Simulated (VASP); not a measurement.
Write the native input for VASP 6.6.1 that does the following.

- Task: single point
- Functional: PBEsol
- Potentials or basis: VASP PAW PBE potentials, release 64 (Ru_pv, W_sv)
- Cutoff: 520 eV
- k mesh: 2 × 3 × 3, shifted
- Occupations: gaussian, width 0.1 eV
- Spin: no spin polarisation
- Dipole correction: no
- Further INCAR settings: ALGO = Normal; EDIFF = 1e-07; NBANDS = 96; ISYM = 0

The structure of Ru3W lies in POSCAR:

```
Ru3W
1.0
    5.9512407055      0.6485976916     -0.6353952293
    0.6353224620      5.3824827060      0.0279578581
   -0.6547534201      0.0280180223      5.3901538763
Ru W
9 3
Direct
    0.0966507675      0.9700966817      0.4599502863
    0.4409241539      0.6218040903      0.2949368847
    0.7690766932      0.7980602595      0.6286261317
    0.1032889548      0.9669657329      0.9577264149
    0.7674394963      0.7982553556      0.1254333191
    0.4335760417      0.1322477722      0.7988334850
    0.4411311731      0.6285903784      0.7971261073
    0.7631587205      0.2979157475      0.1226178484
    0.7690527337      0.2994768635      0.6282911976
    0.4533940495      0.1166765175      0.3007133337
    0.0975677819      0.4683669678      0.9577872444
    0.0960806217      0.4692991934      0.4610236087
```

The input as run:

INCAR

```
ALGO = Normal
EDIFF = 1E-7
ENCUT = 520
GGA = PS
ISIF = 2
ISMEAR = 0
ISYM = 0
LASPH = True
LCHARG = False
LREAL = False
LWAVE = False
NBANDS = 96
NELM = 100
PREC = Accurate
SIGMA = 0.1
```

KPOINTS

```
Automatic mesh
0
Gamma
  2 3 3
  0.5 0 0
```

Potentials or basis: VASP PAW PBE potentials, release 64 (Ru_pv, W_sv).

Run with:

```bash
$ cat potpaw_PBE.64/Ru_pv/POTCAR potpaw_PBE.64/W_sv/POTCAR > POTCAR
$ mpirun -np 1 vasp_std > vasp.out
```

It gave:

| Quantity | Value |
| --- | --- |
| Pressure | 0.1 GPa |
| Largest force | 0.025 eV/Å |
| Band gap on the k mesh | zero (bands 84 and 85 overlap by 0.57 eV) |

Caveat: the k points lie up to 0.55 Å⁻¹ apart, too coarse for converged energies and pressures of a metal; the PAW data sets were made with another functional, which shifts forces and pressure a little; spin-orbit coupling is left out, which moves the levels of the heavy elements.

Wall time 4 min on 1 thread of Intel(R) Xeon(R) Platinum 8259CL CPU @ 2.50GHz (Skylake/Cascade Lake) (shared host), peak memory 0.3 GiB.
